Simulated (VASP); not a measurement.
Runs of VASP 6.6.1 on BN (Qingsongite). The structure is that of space group F-43m (No. 216), or close to it. The cells are those of the table. 

```tsv
cell	gap on the mesh (eV)	pressure (GPa)
a = 2.468 Å, angles 60.0°, 2 atoms	4.74	52.4
a = 2.619 Å, angles 60.0°, 2 atoms	(c)	-21.1
a = 2.577 Å, angles 60.0°, 2 atoms	4.58	-5.8
a = 2.491 Å, angles 60.0°, 2 atoms	(b)	37.9
a = 2.556 Å, angles 60.0°, 2 atoms	4.61	(d)
a = 2.639 Å, angles 60.0°, 2 atoms	(a)	-27.6
a = 2.535 Å, angles 60.0°, 2 atoms	4.64	13.5
a = 2.598 Å, angles 60.0°, 2 atoms	4.55	-13.9
a = 2.513 Å, angles 60.0°, 2 atoms	4.68	25.0
```

Alike in all rows: task single point; level PBE; potentials or basis VASP PAW PBE potentials, release 64 (B, N); no spin polarisation; k mesh 9 × 9 × 9; cutoff (eV) 520; smearing gaussian 0.01 eV.

Task: Fill in the values left out.

Result: (a) 4.49; (b) 4.71; (c) 4.52; (d) 3.3.

A k mesh can miss the band edges.
